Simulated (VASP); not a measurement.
HfSiO4:

```
Hf Si O
1.0
    -3.28625    3.28625    2.98160
     3.28625   -3.28625    2.98160
     3.28625    3.28625   -2.98160
Hf Si O
2 2 8
Direct
  0.75000 0.25000 0.50000
  0.00000 0.00000 0.00000
  0.25000 0.75000 0.50000
  0.50000 0.50000 0.00000
  0.13530 0.31980 0.81550
  0.06980 0.75430 0.68450
  0.50430 0.31980 0.18450
  0.06980 0.38530 0.31550
  0.61470 0.93020 0.68450
  0.68020 0.86470 0.18450
  0.24570 0.93020 0.31550
  0.68020 0.49570 0.81550
```

```yaml
Program: VASP 6.6.1
Task: relaxation of cell and atoms
Functional: PBE
Potentials_or_basis: VASP PAW PBE potentials, release 64 (Hf_pv, Si, O)
Cutoff: 600 eV
k_mesh: 4 × 4 × 4
Occupations: gaussian, width 0.1 eV
Spin: no spin polarisation
```

At the start: pressure 5.5 GPa; volume 10.73 Å³/atom.

Problem. How do energy, volume and symmetry change on relaxing?

Solution. Over 8 steps the energy falls by 4.9 meV/atom and the volume is 10.96 Å³/atom (+2.1 %); space group I4_1/amd (No. 141, to 0.1 Å) before and after.

Step by step:
```csv
step,energy change (eV),largest force (eV/Å),pressure (GPa),volume (Å³)
1,0.0000,0.5263,5.52,128.80
2,0.1524,1.1431,-8.36,135.81
3,-0.0567,0.1160,0.37,131.12
4,-0.0567,0.1049,0.46,131.07
5,-0.0582,0.0697,-0.24,131.67
6,-0.0585,0.0417,-0.09,131.48
7,-0.0585,0.0406,-0.05,131.47
8,-0.0590,0.0230,-0.02,131.48
```

Final structure:
```cif
data_structure
_symmetry_space_group_name_H-M 'P 1'
_symmetry_Int_Tables_number 1
_cell_length_a 5.5595
_cell_length_b 5.5595
_cell_length_c 5.5595
_cell_angle_alpha 106.968
_cell_angle_beta 106.968
_cell_angle_gamma 114.602
_cell_volume 131.48
loop_
_atom_site_label
_atom_site_type_symbol
_atom_site_fract_x
_atom_site_fract_y
_atom_site_fract_z
_atom_site_occupancy
Hf1 Hf 0.75000 0.25000 0.50000 1
Hf2 Hf 0.00000 0.00000 0.00000 1
Si1 Si 0.25000 0.75000 0.50000 1
Si2 Si 0.50000 0.50000 0.00000 1
O1 O 0.13375 0.31870 0.81504 1
O2 O 0.06870 0.75366 0.68496 1
O3 O 0.50366 0.31870 0.18496 1
O4 O 0.06870 0.38375 0.31504 1
O5 O 0.61625 0.93130 0.68496 1
O6 O 0.68130 0.86625 0.18496 1
O7 O 0.24634 0.93130 0.31504 1
O8 O 0.68130 0.49634 0.81504 1
```
